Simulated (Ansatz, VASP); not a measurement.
One calculation of Sc2Mo, two programs

```
Sc Mo
1.0
     4.86382    0.00000    0.00000
    -2.43191    4.21219    0.00000
     0.00000    0.00000    2.85901
Sc Mo
2 1
Cartesian
  2.4319 1.4041 1.4295
  0.0000 2.8081 1.4295
  0.0000 0.0000 0.0000
```

Change from the starting cell: species swapped into the HoCd2 type (P6/mmm, No. 191).

Alike in both runs: task relaxation of cell and atoms; functional PBE; k mesh 12 × 12 × 16; occupations gaussian, width 0.1 eV; no spin polarisation.

|  | VASP | Ansatz |
| --- | --- | --- |
| version | VASP 6.6.1 | Ansatz 0.2.0 |
| potentials or method | VASP PAW PBE potentials, release 64 (Sc_sv, Mo_sv), cutoff 600 eV | scalar-relativistic, plane waves, PAW |
| valence electrons in the cell | 36 | 36 |

```tsv
	VASP	Ansatz	Ansatz less VASP
gap on the k mesh at the Fermi level, each at its own relaxed structure (eV)	none	none	-
relaxed volume (Å³/atom)	19.57	19.53	-0.045
relaxed length of the cell vector where the two differ most in proportion (Å)	4.873	4.869	-0.0038
```

A gap of «none» marks a metal or a gap that the smearing closes.
